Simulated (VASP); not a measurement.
Runs of VASP 6.6.1 on InP. The structure is that of space group F-43m (No. 216), or close to it. The cells are those of the table. 

```tsv
cell	gap on the mesh (eV)	pressure (GPa)
a = 4.079, b = 4.079, c = 4.123 Å, angles 60.3, 60.3, 90.0°, 2 atoms	0.62	0.7
a = 4.100, b = 4.100, c = 4.116 Å, angles 60.1, 60.1, 90.0°, 2 atoms	0.63	0.5
a = 4.162, b = 4.162, c = 4.118 Å, angles 59.6, 59.6, 90.0°, 2 atoms	0.49	-0.6
a = 4.038, b = 4.038, c = 4.105 Å, angles 60.5, 60.5, 90.0°, 2 atoms	0.70	2.1
a = 4.100, b = 4.100, c = 4.121 Å, angles 60.2, 60.2, 90.0°, 2 atoms	(a)	0.3
a = 4.141, b = 4.141, c = 4.119 Å, angles 59.8, 59.8, 90.0°, 2 atoms	0.55	-0.3
a = 4.141, b = 4.141, c = 4.125 Å, angles 59.9, 59.9, 90.0°, 2 atoms	0.54	(b)
```

Alike in all rows: task single point; level LDA; potentials or basis VASP PAW LDA potentials, release 64 (In_d, P); no spin polarisation; k mesh 8 × 8 × 8; cutoff (eV) 520; smearing gaussian 0.01 eV.

Problem. Fill in the values left out.

Solution. (a) 0.61; (b) -0.5.

Caveats: spin-orbit coupling is left out, which moves the levels of the heavy elements.

A k mesh can miss the band edges, and the runs leave out spin-orbit coupling on In.
